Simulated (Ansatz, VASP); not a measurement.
**Ti3Se in VASP and in Ansatz**

```xyz
4
Lattice="3.9906 0.0000 0.0000 0.0000 3.9906 0.0000 0.0000 0.0000 3.9906" Properties=species:S:1:pos:R:3 pbc="T T T"
Ti    0.0000    1.9953    1.9953
Ti    1.9953    0.0000    1.9953
Ti    1.9953    1.9953    0.0000
Se    0.0000    0.0000    0.0000
```

Alike in both runs: functional PBE; k mesh 4 × 4 × 4; occupations gaussian, width 0.1 eV; no spin polarisation.

Ansatz relaxed the structure, and its values are those at the end. VASP's run is a single point on that final structure, the one shown.

|  | VASP | Ansatz |
| --- | --- | --- |
| version | VASP 6.6.1 | Ansatz 0.2.0 |
| potentials or method | VASP PAW PBE potentials, release 64 (Ti_sv, Se), cutoff 520 eV | scalar-relativistic, plane waves, PAW |
| valence electrons in the cell | 42 | 52 |

```tsv
	VASP	Ansatz	Ansatz less VASP
gap on the k mesh at the Fermi level (eV)	none	none	-
pressure (GPa)	-0.1	0.0	+0.04
```

A gap of «none» marks a metal or a gap that the smearing closes. With one functional, cell and mesh, what is left measures potentials, basis and numerics. VASP's potentials hold 42 valence electrons a cell and Ansatz's 52, so a difference there can come from the potentials and not from the codes.

The k mesh is coarse, so the values compare programs but aren't converged.
